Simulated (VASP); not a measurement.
# Li (Fm-3m) in VASP: further runs, part 2 of 2

VASP 6.6.1. Earlier steps stand in the parts before.

### Step 5. Relaxation of cell and atoms, LDA, target pressure 10 GPa, at which the enthalpy is minimised

INCAR

```
SYSTEM = Li
PREC     = Accurate       ! precision mode
ENCUT    = 600            ! plane-wave cutoff, eV
EDIFF    = 1E-6           ! SCF threshold, eV
ISMEAR   = -1             ! smearing method
SIGMA    = 0.1            ! smearing width, eV
LREAL    = .FALSE.        ! projectors in reciprocal space
LASPH    = .TRUE.         ! aspherical terms in the spheres
NELM     = 80             ! most SCF steps
ALGO     = Normal         ! electronic algorithm
ISIF     = 3              ! what is computed and relaxed
LWAVE    = .FALSE.        ! write WAVECAR
LCHARG   = .FALSE.        ! write CHGCAR
GGA      = CA             ! functional
IBRION   = 2              ! ionic algorithm
NSW      = 100            ! ionic steps
EDIFFG   = -0.002         ! ionic threshold
PSTRESS  = 100.0
```

KPOINTS

```
Automatic mesh
0
G
  22 22 22
  0 0 0
```

POSCAR

```
Li
1.0
    0.0000000000      2.1161138928      2.1161138928
    2.1161138928      0.0000000000      2.1161138928
    2.1161138928      2.1161138928      0.0000000000
Li
1
Direct
    0.0000000000      0.0000000000      0.0000000000
```

Potentials or basis: VASP PAW LDA potentials, release 64 (Li_sv).

On the command line:

```bash
$ cat potpaw_LDA.64/Li_sv/POTCAR > POTCAR
$ mpirun -np 1 vasp_std > vasp.out
```

OUTCAR:

```text
SYSTEM = Li
   PREC = Accurate
   ENCUT = 600
   EDIFF = 1E-6
   ISMEAR = -1
   LREAL = .FALSE.
   LASPH = .TRUE.
   NELM = 80
   ISIF = 3
   GGA = CA
   IBRION = 2
   NSW = 100
   EDIFFG = -0.002
   PSTRESS = 100.0

 ion  position               nearest neighbor table
   1  0.000  0.000  0.000-

  LATTYP: Found a face centered cubic cell.
 ALAT       =     4.2322277856

  Lattice vectors:

 A1 = (   0.0000000000,   2.1161138928,   2.1161138928)
 A2 = (   2.1161138928,   0.0000000000,   2.1161138928)
 A3 = (   2.1161138928,   2.1161138928,   0.0000000000)

Analysis of symmetry for initial positions (statically):
=====================================================================
 Subroutine PRICEL returns:
 Original cell was already a primitive cell.

 Routine SETGRP: Setting up the symmetry group for a
 face centered cubic supercell.

 Subroutine GETGRP returns: Found 48 space group operations
 (whereof 48 operations were pure point group operations)
 out of a pool of 48 trial point group operations.

The static configuration has the point symmetry O_h .

Analysis of symmetry for dynamics (positions and initial velocities):
=====================================================================
 Subroutine PRICEL returns:
 Original cell was already a primitive cell.

 Routine SETGRP: Setting up the symmetry group for a
 face centered cubic supercell.

 Subroutine GETGRP returns: Found 48 space group operations
 (whereof 48 operations were pure point group operations)
 out of a pool of 48 trial point group operations.

The dynamic configuration has the point symmetry O_h .

 Subroutine INISYM returns: Found 48 space group operations
 (whereof 48 operations are pure point group operations),
 and found     1 'primitive' translations

----------------------------------------------------------------------------------------

                                     Primitive cell

  volume of cell :      18.9517

  direct lattice vectors                    reciprocal lattice vectors
     0.000000000  2.116113893  2.116113893    -0.236282178  0.236282178  0.236282178
     2.116113893  0.000000000  2.116113893     0.236282178 -0.236282178  0.236282178
     2.116113893  2.116113893  0.000000000     0.236282178  0.236282178 -0.236282178

  length of vectors
     2.992636967  2.992636967  2.992636967     0.409252738  0.409252738  0.409252738

  position of ions in fractional coordinates (direct lattice)
     0.000000000  0.000000000  0.000000000

  ion indices of the primitive-cell ions
   primitive index   ion index
                 1           1

----------------------------------------------------------------------------------------

 KPOINTS: Automatic mesh

Automatic generation of k-mesh.
 Grid dimensions read from file:
 generate k-points for:   22   22   22

 Generating k-lattice:

  Cartesian coordinates                     Fractional coordinates (reciprocal lattice)
    -0.010740099  0.010740099  0.010740099     0.045454545  0.000000000  0.000000000
     0.010740099 -0.010740099  0.010740099     0.000000000  0.045454545  0.000000000
     0.010740099  0.010740099 -0.010740099     0.000000000  0.000000000  0.045454545

  Length of vectors
[... 38 lines left out ...]
   number of dos      NEDOS =    301   number of ions     NIONS =      1
   total plane-waves  NPLWV =  13824
   dimension x,y,z NGX =    24 NGY =   24 NGZ =   24
   dimension x,y,z NGXF=    48 NGYF=   48 NGZF=   48
   ions per type =               1
   NGX,Y,Z   is equivalent  to a cutoff of  13.33, 13.33, 13.33 a.u.
   NGXF,Y,Z  is equivalent  to a cutoff of  26.66, 26.66, 26.66 a.u.
 SYSTEM =  Li
   PREC   = accura    normal or accurate (medium, high low for compatibility)
   ISTART =      0    job   : 0-new  1-cont  2-samecut
   ICHARG =      2    charge: 1-file 2-atom 10-const
   ISPIN  =      1    spin polarized calculation?
   LNONCOLLINEAR =      F non collinear calculations
   LSORBIT =      F    spin-orbit coupling
   LASPH  =      T    aspherical Exc in radial PAW
   ENCUT  =  600.0 eV  44.10 Ry    6.64 a.u.   5.98  5.98  5.98*2*pi/ulx,y,z
   NELM   =     80;   NELMIN=  2; NELMDL= -5     # of ELM steps
   EDIFF  = 0.1E-05   stopping-criterion for ELM
   LREAL  =      F    real-space projection
   EDIFFG = -.2E-02   stopping-criterion for IOM
   NSW    =    100    number of steps for IOM
   IBRION =      2    ionic relax: 0-MD 1-quasi-New 2-CG
   NFREE  =      1    steps in history (QN), initial steepest desc. (CG)
   ISIF   =      3    stress and relaxation
   ISYM   =      2    0-nonsym 1-usesym 2-fastsym
   POTIM  = 0.5000    time-step for ionic-motion
   TEBEG  =    0.0;   TEEND  =   0.0 temperature during run
   PSTRESS=  100.0 pullay stress
   NELECT =       3.0000    total number of electrons
   NUPDOWN=      -1.0000    fix difference up-down
   EMIN   =  10.00;   EMAX   =-10.00  energy-range for DOS
   EFERMI =   0.00;   METHOD = LEGACY
   ISMEAR =    -1;   SIGMA  =   0.10  broadening in eV -4-tet -1-fermi 0-gaus
   EFERMI_NEDOS =   21; number of points for ismear=-14 and -15
   IALGO  =     38    algorithm
   IMIX   =      4    mixing-type and parameters
     AMIX     =   0.40;   BMIX     =  1.00
     AMIX_MAG =   1.60;   BMIX_MAG =  1.00
  volume/ion in A,a.u.               =      18.95       127.89
  Fermi-wavevector in a.u.,A,eV,Ry     =   0.885590  1.673523 10.670645  0.784270
  Thomas-Fermi vector in A             =   2.006644
   LORBIT       =      0    0 simple, 1 ext, 2 COOP (PROOUT), +10 PAW based schemes
   GGA     = CA    functional components
   LHFCALC =     F    Hartree Fock is set to
   AEXX    =    0.0000 exact exchange contribution
   IVDW    =     0    specifies the selected vdW correction
   LEPSILON=     F    determine dielectric tensor
   LRPA    =     F    only Hartree local field effects (RPA)
 conjugate gradient relaxation of ions
 non-spin polarized calculation
  energy-cutoff  :      600.00
  volume of cell :       18.95
 maximum number of plane-waves:       645
   NGX = 11   NGY = 11   NGZ = 11

--------------------------------------- Ionic step        1  -------------------------------------------

 number of electron       2.9999996 magnetization

 Free energy of the ion-electron system (eV)
  ---------------------------------------------------
  ext. energy  EPLUGINS =         0.00000000
  ---------------------------------------------------
  free energy    TOTEN  =        -2.05454442 eV

  energy without entropy =       -2.03857206  energy(sigma->0) =       -2.04655824

------------------------ aborting loop because EDIFF is reached ----------------------------------------

  FORCE on cell =-STRESS in cart. coord.  units (eV):
  Direction    XX          YY          ZZ          XY          YZ          ZX
  --------------------------------------------------------------------------------------
  -------------------------------------------------------------------------------------
  Total       -0.0153346     -0.0153346     -0.0153346      0.0000000      0.0000000     -0.0000000
  in kB       -1.2963931     -1.2963931     -1.2963931      0.0000000      0.0000000     -0.0000000
  external PRESSURE =    -101.2963931 kB  Pullay stress =     100.0000000 kB
[... 24 lines left out ...]
--------------------------------------- Ionic step        2  -------------------------------------------

 number of electron       2.9999997 magnetization

 E-fermi :   1.3666     XC(G=0):  -7.7944

 val. band max:        1.3405231105   @ k =   0.5000   0.2727   0.0909
 cond. band min:       1.3711597488   @ k =  -0.4545   0.0909   0.0455
 fundamental gap:      0.0306366383
 Fermi energy:         1.3666452070

 k-point     1 :       0.0000    0.0000    0.0000
  band No.  band energies     occupation
      1     -43.8717      2.00000
      2      -2.4022      2.00000
      3      18.1577      0.00000
      4      18.1577      0.00000
      5      18.1577      0.00000
[... 253 lines left out ...]
  energy  without entropy=       -1.9447823847  energy(sigma->0) =       -1.95183333

  enthalpy is  TOTEN    =        -1.0979018464 eV   P V=        0.8609824261

[... ionic steps 4 to 17 ...]

--------------------------------------- Ionic step       18  -------------------------------------------

 number of electron       2.9999998 magnetization

------------------------ aborting loop because EDIFF is reached ----------------------------------------
[... 69 lines left out ...]
--------------------------------------- Ionic step       20  -------------------------------------------

 number of electron       2.9999998 magnetization

 Free energy of the ion-electron system (eV)
  ---------------------------------------------------
  ext. energy  EPLUGINS =         0.00000000
  ---------------------------------------------------
  free energy    TOTEN  =        -1.92104688 eV

  energy without entropy =       -1.90724513  energy(sigma->0) =       -1.91414600

 E-fermi :   2.0766     XC(G=0):  -8.3404

 val. band max:        2.0420764761   @ k =   0.4545   0.3182   0.0455
 cond. band min:       2.0863246886   @ k =   0.5000   0.2727   0.0909
 fundamental gap:      0.0442482125
 Fermi energy:         2.0766336421

 k-point     1 :       0.0000    0.0000    0.0000
  band No.  band energies     occupation
      1     -42.9230      2.00000
      2      -1.8406      2.00000
      3      21.2587      0.00000
      4      21.2587      0.00000
      5      21.2587      0.00000
[... 216 lines left out ...]
  energy  without entropy=       -1.9072451291  energy(sigma->0) =       -1.91414600

  enthalpy is  TOTEN    =        -1.1026130780 eV   P V=        0.8184338010

 reached required accuracy - stopping structural energy minimisation
```

It took 90 s on 1 thread of AMD EPYC 9R45 (Zen 5), shared host; peak memory 0.12 GiB.

Results:

```yaml
Free_energy: -1.9210 eV
Relaxed_volume: 13.11 Å³/atom
Relaxed_cell: a = 2.647 Å, b = 2.647 Å, c = 2.647 Å, α = 60.00°, β = 60.00°, γ = 60.00°
Space_group_after_relaxing_to_0.1_Å: Fm-3m (No. 225)
Energy_change_on_relaxing_the_run_minimises_the_enthalpy: +133.5 meV/atom
Ionic_steps: 20
Pressure_after_relaxing: 10.0 GPa
Band_gap_on_the_k_mesh: zero (an odd number of electrons rules out a gap without spin polarisation)
```

Step by step:
```tsv
step	energy change (eV)	largest force (eV/Å)	pressure (GPa)	volume (Å³)
1	0.0000	0.0000	-0.13	18.95
2	0.0266	0.0000	3.34	15.85
3	0.0957	0.0000	7.86	13.79
4	0.1377	0.0000	10.26	13.05
5	0.1311	0.0000	9.87	13.15
6	0.1311	0.0000	9.88	13.15
7	0.1312	0.0000	9.88	13.15
8	0.1312	0.0000	9.88	13.15
9	0.1312	0.0000	9.88	13.15
10	0.1312	0.0000	9.88	13.15
11	0.1312	0.0000	9.88	13.15
12	0.1312	0.0000	9.88	13.15
13	0.1312	0.0000	9.88	13.15
14	0.1312	0.0000	9.88	13.15
15	0.1312	0.0000	9.88	13.15
16	0.1313	0.0000	9.88	13.15
17	0.1315	0.0000	9.89	13.15
18	0.1317	0.0000	9.89	13.14
19	0.1323	0.0000	9.90	13.13
20	0.1335	0.0000	10.02	13.11
```

Final structure:
```xyz
1
Lattice="0.0000 1.8716 1.8716 1.8716 0.0000 1.8716 1.8716 1.8716 0.0000" Properties=species:S:1:pos:R:3 pbc="T T T"
Li    1.8716    0.0000    1.8716
```

Caveat: the cutoff is under 1.25 times the usual one of these potentials, so pressure, stress and relaxed cells hold a basis-set (Pulay) error; the cell is relaxed towards a set pressure, so the run minimises the enthalpy, not the energy; the volume moved by over 15 % at a fixed basis, so the end points are rough. LDA usually gives volumes a few per cent too small.

### Step 6. The runs side by side

```csv
cell,gap on the mesh (eV),pressure (GPa)
relaxed to 2 GPa,none,2.0
relaxed to 4 GPa,none,4.0
relaxed to 7 GPa,none,7.0
relaxed to 10 GPa,none,10.0
```

Alike in all rows: task relaxation of cell and atoms; level LDA; potentials or basis VASP PAW LDA potentials, release 64 (Li_sv); no spin polarisation; k mesh 22 × 22 × 22; cutoff (eV) 600; smearing fermi-dirac 0.1 eV.

Caveats: the cutoff is under 1.25 times the usual one of these potentials, so pressure, stress and relaxed cells hold a basis-set (Pulay) error; the cell is relaxed towards a set pressure, so the run minimises the enthalpy, not the energy; the volume moved by over 15 % at a fixed basis, so the end points are rough (at least some runs).

Total energies depend on the potentials used, so only differences within one code and one set of settings carry meaning.

The gap in the log of VASP goes by the Fermi energy; the results here count the filled bands.